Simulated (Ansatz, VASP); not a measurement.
**One calculation of FeCoC6N6, two programs**

```
Fe Co C N
1.0
     0.00000    5.11700    5.11700
     5.11700    0.00000    5.11700
     5.11700    5.11700    0.00000
Fe Co C N
1 1 6 6
Direct
  0.50000 0.50000 0.50000
  0.00000 0.00000 0.00000
  0.81268 0.18732 0.18732
  0.18732 0.81268 0.18732
  0.18732 0.18732 0.81268
  0.18732 0.81268 0.81268
  0.81268 0.18732 0.81268
  0.81268 0.81268 0.18732
  0.69836 0.30164 0.30164
  0.30164 0.69836 0.30164
  0.30164 0.30164 0.69836
  0.30164 0.69836 0.69836
  0.69836 0.30164 0.69836
  0.69836 0.69836 0.30164
```

Alike in both runs: task single point; functional PBE; k mesh 4 × 4 × 4; occupations gaussian, width 0.1 eV; collinear spin.

|  | VASP | Ansatz |
| --- | --- | --- |
| version | VASP 6.6.1 | Ansatz 0.2.0 |
| potentials or method | VASP PAW PBE potentials, release 64 (Fe, Co, C, N), cutoff 520 eV | scalar-relativistic, plane waves, PAW |
| valence electrons in the cell | 71 | 87 |

```csv
,VASP,Ansatz,Ansatz less VASP
pressure (GPa),-5.9,-1.0,+4.86
rms of the force components (eV/Å),0.373,0.353,-0.0192
net moment per atom (μB),0.07,0.36,+0.286
size of the moment on the site where the two differ most (μB),0.88,3.83,+2.953
```

The net moments are unlike, so the other rows may belong to different states. Site moments also hang on the region over which each program counts them. Atom by atom the forces differ by 0.702 eV/Å (rms over components). VASP's potentials hold 71 valence electrons a cell and Ansatz's 87, so a difference there can come from the potentials and not from the codes.

Noted on VASP's run: the standard files for N, O and F lose accuracy on very short bonds.
